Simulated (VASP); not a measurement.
Runs of VASP 6.6.1 on Y. The structure is that of space group Im-3m (No. 229), or close to it. The cells are those of the table. This isn't the form of Y at room conditions, which is hcp.

```csv
cell,gap on the mesh (eV),pressure (GPa),moment (μB)
"a = 3.354 Å, angles 109.5°, 1 atom",none,5.8,0.00
"a = 3.453 Å, angles 109.5°, 1 atom",none,1.6,0.00
"a = 3.546 Å, angles 109.5°, 1 atom",none,(a),0.00
"a = 3.404 Å, angles 109.5°, 1 atom",none,(b),0.00
"a = 3.500 Å, angles 109.5°, 1 atom",none,-0.1,0.00
```

Alike in all rows: task single point; level PBE; potentials or basis VASP PAW PBE potentials, release 64 (Y_sv); spin collinear; k mesh 12 × 12 × 12; cutoff (eV) 520; smearing fermi-dirac 0.05 eV.

Task: Fill in the values left out.

Result: (a) -1.6; (b) 3.5.

Caveats: the cell stands under pressure (at least some runs).

A k mesh can miss the band edges, and the runs leave out spin-orbit coupling on Y.

A gap of «none» marks levels without a gap at the run's occupations.
